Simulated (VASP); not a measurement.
# Si3N4 (Fd-3m) in VASP: a series of runs

Si3N4 is run at these levels: LDA; tasks: single point, relaxation of the atoms.

Program: VASP 6.6.1. These are calculated values, not measurements. Logs are shortened: lines on timing, memory, paths and dates and some standing lists are left out, and cuts for length are marked.

## (1) The cell of the first run

The structure is cubic, space group Fd-3m (No. 227). The conventional cell has a = 7.446 Å, b = 7.446 Å, c = 7.446 Å, α = 90.00°, β = 90.00°, γ = 90.00°. Si (site symmetry -3m) has 6 N at 1.81 Å within 2.4 Å. Si (site symmetry -43m) has 4 N at 1.70 Å within 2.3 Å. Within 2.3 Å of N (site symmetry 3m) lie 4 Si at 1.70 to 1.81 Å.

## (2) Single point, LDA

File INCAR:

```
ALGO = Normal
EDIFF = 1E-6
ENCUT = 520
ISIF = 2
ISMEAR = 0
LASPH = T
LCHARG = F
LREAL = F
LWAVE = F
NBANDS = 45
NELM = 60
PREC = Accurate
SIGMA = 0.01
```

File KPOINTS:

```
k-points
0
Gamma
  5 5 5
```

File POSCAR:

```
Si3N4
1.0
    0.0000000000      3.7231025000      3.7231025000
    3.7231025000      0.0000000000      3.7231025000
    3.7231025000      3.7231025000      0.0000000000
Si N
6 8
Direct
    0.1250000000      0.1250000000      0.1250000000
    0.6250000000      0.1250000000      0.1250000000
    0.1250000000      0.1250000000      0.6250000000
    0.1250000000      0.6250000000      0.1250000000
    0.5000000000      0.5000000000      0.5000000000
    0.7500000000      0.7500000000      0.7500000000
    0.8819637030      0.8819637030      0.8819637030
    0.8958911091      0.3680362970      0.3680362970
    0.8819637030      0.8819637030      0.3541088909
    0.3680362970      0.8958911091      0.3680362970
    0.3541088909      0.8819637030      0.8819637030
    0.3680362970      0.3680362970      0.3680362970
    0.8819637030      0.3541088909      0.8819637030
    0.3680362970      0.3680362970      0.8958911091
```

Potentials or basis: VASP PAW LDA potentials, release 64 (Si, N).

The run is started by

```bash
$ cat potpaw_LDA.64/Si/POTCAR potpaw_LDA.64/N/POTCAR > POTCAR
$ mpirun -np 1 vasp_std > vasp.out
```

OUTCAR:

```text
EDIFF = 1E-6
   ENCUT = 520
   ISIF = 2
   ISMEAR = 0
   LASPH = T
   LREAL = F
   NELM = 60
   PREC = Accurate

 ion  position               nearest neighbor table
   1  0.125  0.125  0.125-   8 1.81   9 1.81  10 1.81  11 1.81  13 1.81  14 1.81   2 2.63   3 2.63
                             4 2.63   3 2.63   4 2.63   2 2.63   6 3.09   5 3.09   6 3.09   5 3.09
   2  0.625  0.125  0.125-   9 1.81  10 1.81  13 1.81  14 1.81   7 1.81  12 1.81   1 2.63   3 2.63
                             4 2.63   1 2.63   3 2.63   4 2.63   5 3.09   6 3.09   5 3.09   6 3.09
   3  0.125  0.125  0.625-   8 1.81  10 1.81  11 1.81  13 1.81  12 1.81   7 1.81   1 2.63   1 2.63
                             2 2.63   4 2.63   4 2.63   2 2.63   6 3.09   6 3.09   6 3.09   5 3.09
   4  0.125  0.625  0.125-   8 1.81   9 1.81  11 1.81  14 1.81  12 1.81   7 1.81   1 2.63   3 2.63
                             1 2.63   2 2.63   3 2.63   2 2.63   5 3.09   6 3.09   6 3.09   6 3.09
   5  0.500  0.500  0.500-  12 1.70  10 1.70   8 1.70  14 1.70   2 3.09   3 3.09   1 3.09   2 3.09
                             4 3.09   2 3.09   3 3.09   4 3.09   1 3.09   3 3.09   4 3.09   1 3.09
   6  0.750  0.750  0.750-   7 1.70   9 1.70  11 1.70  13 1.70   3 3.09   4 3.09   2 3.09   1 3.09
                             2 3.09   4 3.09   1 3.09   2 3.09   3 3.09   1 3.09   3 3.09   4 3.09
   7  0.882  0.882  0.882-   6 1.70   3 1.81   4 1.81   2 1.81
   8  0.896  0.368  0.368-   5 1.70   4 1.81   3 1.81   1 1.81
   9  0.882  0.882  0.354-   6 1.70   4 1.81   2 1.81   1 1.81
  10  0.368  0.896  0.368-   5 1.70   3 1.81   2 1.81   1 1.81
  11  0.354  0.882  0.882-   6 1.70   4 1.81   3 1.81   1 1.81
  12  0.368  0.368  0.368-   5 1.70   3 1.81   4 1.81   2 1.81
  13  0.882  0.354  0.882-   6 1.70   3 1.81   2 1.81   1 1.81
  14  0.368  0.368  0.896-   5 1.70   4 1.81   2 1.81   1 1.81

  LATTYP: Found a face centered cubic cell.
 ALAT       =     7.4462050000

  Lattice vectors:

 A1 = (   0.0000000000,   3.7231025000,   3.7231025000)
 A2 = (   3.7231025000,   0.0000000000,   3.7231025000)
 A3 = (   3.7231025000,   3.7231025000,   0.0000000000)

Analysis of symmetry for initial positions (statically):
=====================================================================
 Subroutine PRICEL returns:
 Original cell was already a primitive cell.

 Routine SETGRP: Setting up the symmetry group for a
 face centered cubic supercell.

 Subroutine GETGRP returns: Found 48 space group operations
 (whereof 24 operations were pure point group operations)
 out of a pool of 48 trial point group operations.

The static configuration has the point symmetry T_d .
 The point group associated with its full space group is O_h .

Analysis of symmetry for dynamics (positions and initial velocities):
=====================================================================
 Subroutine PRICEL returns:
 Original cell was already a primitive cell.

 Routine SETGRP: Setting up the symmetry group for a
 face centered cubic supercell.

 Subroutine GETGRP returns: Found 48 space group operations
 (whereof 24 operations were pure point group operations)
 out of a pool of 48 trial point group operations.

The dynamic configuration has the point symmetry T_d .
 The point group associated with its full space group is O_h .

 Subroutine INISYM returns: Found 48 space group operations
 (whereof 24 operations are pure point group operations),
 and found     1 'primitive' translations

----------------------------------------------------------------------------------------

                                     Primitive cell

  volume of cell :     103.2155

  direct lattice vectors                    reciprocal lattice vectors
     0.000000000  3.723102500  3.723102500    -0.134296598  0.134296598  0.134296598
     3.723102500  0.000000000  3.723102500     0.134296598 -0.134296598  0.134296598
     3.723102500  3.723102500  0.000000000     0.134296598  0.134296598 -0.134296598

  length of vectors
     5.265262050  5.265262050  5.265262050     0.232608531  0.232608531  0.232608531

  position of ions in fractional coordinates (direct lattice)
     0.125000000  0.125000000  0.125000000
     0.625000000  0.125000000  0.125000000
     0.125000000  0.125000000  0.625000000
     0.125000000  0.625000000  0.125000000
     0.500000000  0.500000000  0.500000000
[... 36 lines left out ...]

  Cartesian coordinates                     Fractional coordinates (reciprocal lattice)
    -0.026859320  0.026859320  0.026859320     0.200000000  0.000000000  0.000000000
     0.026859320 -0.026859320  0.026859320     0.000000000  0.200000000  0.000000000
     0.026859320  0.026859320 -0.026859320     0.000000000  0.000000000  0.200000000

  Length of vectors
     0.046521706  0.046521706  0.046521706

  Shift w.r.t. Gamma in fractional coordinates (k-lattice)
     0.000000000  0.000000000  0.000000000

 Subroutine IBZKPT returns following result:
 ===========================================

 Found     10 irreducible k-points:

 Following reciprocal coordinates:
            Coordinates               Weight
  0.000000  0.000000  0.000000      1.000000
  0.200000  0.000000  0.000000      8.000000
  0.400000  0.000000  0.000000      8.000000
  0.200000  0.200000  0.000000      6.000000
  0.400000  0.200000  0.000000     24.000000
 -0.400000  0.200000  0.000000     24.000000
 -0.200000  0.200000  0.000000     12.000000
  0.400000  0.400000  0.000000      6.000000
 -0.400000  0.400000  0.000000     12.000000
 -0.400000  0.400000  0.200000     24.000000
   k-points           NKPTS =     10   k-points in BZ     NKDIM =     10   number of bands    NBANDS=     45
   number of dos      NEDOS =    301   number of ions     NIONS =     14
   total plane-waves  NPLWV =  64000
   dimension x,y,z NGX =    40 NGY =   40 NGZ =   40
   dimension x,y,z NGXF=    80 NGYF=   80 NGZF=   80
   ions per type =               6   8
   NGX,Y,Z   is equivalent  to a cutoff of  12.63, 12.63, 12.63 a.u.
   NGXF,Y,Z  is equivalent  to a cutoff of  25.26, 25.26, 25.26 a.u.
 SYSTEM =  unknown system
   PREC   = accura    normal or accurate (medium, high low for compatibility)
   ISTART =      0    job   : 0-new  1-cont  2-samecut
   ICHARG =      2    charge: 1-file 2-atom 10-const
   ISPIN  =      1    spin polarized calculation?
   LNONCOLLINEAR =      F non collinear calculations
   LSORBIT =      F    spin-orbit coupling
   LASPH  =      T    aspherical Exc in radial PAW
   ENCUT  =  520.0 eV  38.22 Ry    6.18 a.u.   9.79  9.79  9.79*2*pi/ulx,y,z
   NELM   =     60;   NELMIN=  2; NELMDL= -5     # of ELM steps
   EDIFF  = 0.1E-05   stopping-criterion for ELM
   LREAL  =      F    real-space projection
   EDIFFG = 0.1E-04   stopping-criterion for IOM
   NSW    =      0    number of steps for IOM
[... 5 lines left out ...]
   TEBEG  =    0.0;   TEEND  =   0.0 temperature during run
   PSTRESS=    0.0 pullay stress
   NELECT =      64.0000    total number of electrons
   NUPDOWN=      -1.0000    fix difference up-down
   EMIN   =  10.00;   EMAX   =-10.00  energy-range for DOS
   EFERMI =   0.00;   METHOD = LEGACY
   ISMEAR =     0;   SIGMA  =   0.01  broadening in eV -4-tet -1-fermi 0-gaus
   EFERMI_NEDOS =   21; number of points for ismear=-14 and -15
   IALGO  =     38    algorithm
   IMIX   =      4    mixing-type and parameters
     AMIX     =   0.40;   BMIX     =  1.00
     AMIX_MAG =   1.60;   BMIX_MAG =  1.00
  volume/ion in A,a.u.               =       7.37        49.75
  Fermi-wavevector in a.u.,A,eV,Ry     =   1.396003  2.638064 26.515383  1.948826
  Thomas-Fermi vector in A             =   2.519400
   LORBIT       =      0    0 simple, 1 ext, 2 COOP (PROOUT), +10 PAW based schemes
   GGA     = CA    functional components
   LHFCALC =     F    Hartree Fock is set to
   AEXX    =    0.0000 exact exchange contribution
   IVDW    =     0    specifies the selected vdW correction
   LEPSILON=     F    determine dielectric tensor
   LRPA    =     F    only Hartree local field effects (RPA)
 non-spin polarized calculation
 Gauss-broadening in eV      SIGMA  =   0.01
  energy-cutoff  :      520.00
  volume of cell :      103.22
 maximum number of plane-waves:      2812
   NGX = 19   NGY = 19   NGZ = 19

 number of electron      64.0000000 magnetization

 Free energy of the ion-electron system (eV)
  ---------------------------------------------------
  ext. energy  EPLUGINS =         0.00000000
  ---------------------------------------------------
  free energy    TOTEN  =      -124.34381248 eV

  energy without entropy =     -124.34381248  energy(sigma->0) =     -124.34381248

 E-fermi :  10.9516     XC(G=0): -13.1398

 val. band max:       10.8812690943   @ k =   0.0000   0.0000   0.0000
 cond. band min:      14.6185835354   @ k =   0.0000   0.0000   0.0000
 fundamental gap:      3.7373144410
 Fermi energy:        10.9516256177

 k-point     1 :       0.0000    0.0000    0.0000
  band No.  band energies     occupation
      1      -9.1554      2.00000
      2      -5.2763      2.00000
      3      -4.2329      2.00000
      4      -4.2329      2.00000
      5      -4.2329      2.00000
      6      -3.0139      2.00000
[... 459 lines left out ...]
     43      21.7278      0.00000
     44      22.1792      0.00000
 [bands above 44 left out]

------------------------ aborting loop because EDIFF is reached ----------------------------------------

  FORCE on cell =-STRESS in cart. coord.  units (eV):
  Direction    XX          YY          ZZ          XY          YZ          ZX
  --------------------------------------------------------------------------------------
  -------------------------------------------------------------------------------------
  Total       25.1053807     25.1053807     25.1053807      0.0000000      0.0000000      0.0000000
  in kB      389.7018066    389.7018066    389.7018066      0.0000000      0.0000000      0.0000000
  external PRESSURE =     389.7018066 kB  Pullay stress =       0.0000000 kB

 VOLUME and BASIS-vectors are now :
 -----------------------------------------------------------------------------
  energy-cutoff  :      520.00
  volume of cell :      103.22
      direct lattice vectors                 reciprocal lattice vectors
     0.000000000  3.723102500  3.723102500    -0.134296598  0.134296598  0.134296598
     3.723102500  0.000000000  3.723102500     0.134296598 -0.134296598  0.134296598
     3.723102500  3.723102500  0.000000000     0.134296598  0.134296598 -0.134296598

 POSITION                                       TOTAL-FORCE (eV/Angst)
 -----------------------------------------------------------------------------------
      0.93078      0.93078      0.93078         0.000000     -0.000000     -0.000000
      0.93078      2.79233      2.79233        -0.000000     -0.000000      0.000000
      2.79233      2.79233      0.93078         0.000000     -0.000000     -0.000000
      2.79233      0.93078      2.79233        -0.000000     -0.000000     -0.000000
      3.72310      3.72310      3.72310        -0.000000     -0.000000     -0.000000
      5.58465      5.58465      5.58465         0.000000     -0.000000      0.000000
      6.56728      6.56728      6.56728        -0.008743     -0.008743     -0.008743
      2.74047      4.70573      4.70573         0.008743     -0.008743     -0.008743
      4.60202      4.60202      6.56728         0.008743      0.008743     -0.008743
      4.70573      2.74047      4.70573        -0.008743      0.008743     -0.008743
      6.56728      4.60202      4.60202        -0.008743      0.008743      0.008743
      2.74047      2.74047      2.74047         0.008743      0.008743      0.008743
      4.60202      6.56728      4.60202         0.008743     -0.008743      0.008743
      4.70573      4.70573      2.74047        -0.008743     -0.008743      0.008743
 -----------------------------------------------------------------------------------
    total drift:                                0.000000      0.000000      0.000000

  FREE ENERGIE OF THE ION-ELECTRON SYSTEM (eV)
  ---------------------------------------------------
  free  energy   TOTEN  =      -124.3438124802 eV

  energy  without entropy=     -124.3438124802  energy(sigma->0) =     -124.34381248
```

It took 43 s on 1 thread of AMD EPYC 7R13 (Zen 3), shared host; peak memory 0.16 GiB.

Results:

```yaml
Free_energy: -124.3438 eV
Pressure: 39.0 GPa
Largest_force: 0.015 eV/Å
Band_gap_on_the_k_mesh: 3.74 eV
```

Forces in eV/Å, atoms in the order of the input:
```
Si   0.000  0.000  0.000
Si   0.000  0.000  0.000
Si   0.000  0.000  0.000
Si   0.000  0.000  0.000
Si   0.000  0.000  0.000
Si   0.000  0.000  0.000
N   -0.009 -0.009 -0.009
N    0.009 -0.009 -0.009
N    0.009  0.009 -0.009
N   -0.009  0.009 -0.009
N   -0.009  0.009  0.009
N    0.009  0.009  0.009
N    0.009 -0.009  0.009
N   -0.009 -0.009  0.009
```

Levels at points of the mesh, in eV from the valence-band top:
| k point | band 30 | band 31 | band 32 | band 33 | band 34 | band 35 |
| --- | --- | --- | --- | --- | --- | --- |
| (0.00, 0.00, 0.00) | 0.00 | 0.00 | 0.00 | 3.74 | 3.74 | 3.74 |

Caveat: the cell stands under pressure. As with any semilocal functional, this LDA gap is likely too small.

(Part 1 of 2 ends here.)
